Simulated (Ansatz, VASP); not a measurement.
# C: VASP beside Ansatz

INCAR

```
PREC = Accurate
ENCUT = 520
EDIFF = 1E-6
ISMEAR = 0
SIGMA = 0.05
LREAL = False
LASPH = True
NELM = 100
ALGO = Normal
ISIF = 2
LWAVE = False
LCHARG = False
NBANDS = 11
```

KPOINTS

```
Automatic mesh
0
Gamma
  12 12 12
```

File POSCAR:

```
C
1.0
    0.0000000000      1.7641286251      1.8964382720
    1.7641286251      0.0000000000      1.8964382720
    1.7641286251      1.7641286251      0.0000000000
C
2
Direct
    0.5000000000      0.5000000000      0.5000000000
    0.7500000000      0.7500000000      0.7500000000
```

Input for Ansatz:

```yaml
crystal:
  lattice:
    - [0.0, 1.7641286251, 1.896438272]
    - [1.7641286251, 0.0, 1.896438272]
    - [1.7641286251, 1.7641286251, 0.0]
  atoms:
    - { symbol: C, position: [0.5, 0.5, 0.5] }
    - { symbol: C, position: [0.75, 0.75, 0.75] }
basis:
  ecutwfc: 520.0
kpoints:
  mp_grid: { grid: [12, 12, 12] }
hamiltonian:
  xc: lda
  pseudopotentials: { kind: paw, azcp: { folder: soft_1 } }
scf:
  occupations: { method: gaussian, width: 0.05 }
output:
  forces: true
  stress: true
  eigenvalues: true
  write_density: true
  write_potential: true
  elf: true
  volumetric_format: npy
```

Alike in both runs: task single point; functional LDA; k mesh 12 × 12 × 12; occupations gaussian, width 0.05 eV; no spin polarisation.

```csv
,VASP,Ansatz
version,VASP 6.6.1,Ansatz 0.2.0
potentials or method,"VASP PAW LDA potentials, release 64 (C), cutoff 520 eV","scalar-relativistic, plane waves, PAW"
valence electrons in the cell,8,8
```

|  | VASP | Ansatz | Ansatz less VASP |
| --- | --- | --- | --- |
| gap on the k mesh at the Fermi level (eV) | 3.15 | 3.15 | +0.008 |
| least direct gap on the mesh (eV) | 4.81 | 4.81 | -0.001 |
| pressure (GPa) | -27.1 | -28.4 | -1.33 |
| traceless stress, the component that is largest in VASP (GPa) | -45.74 | -45.79 | -0.049 |

Ansatz warns that its potentials were made for another functional, while VASP's fit it. LDA's correlation is that of Perdew and Zunger in VASP and of Perdew and Wang (1992) in Ansatz.
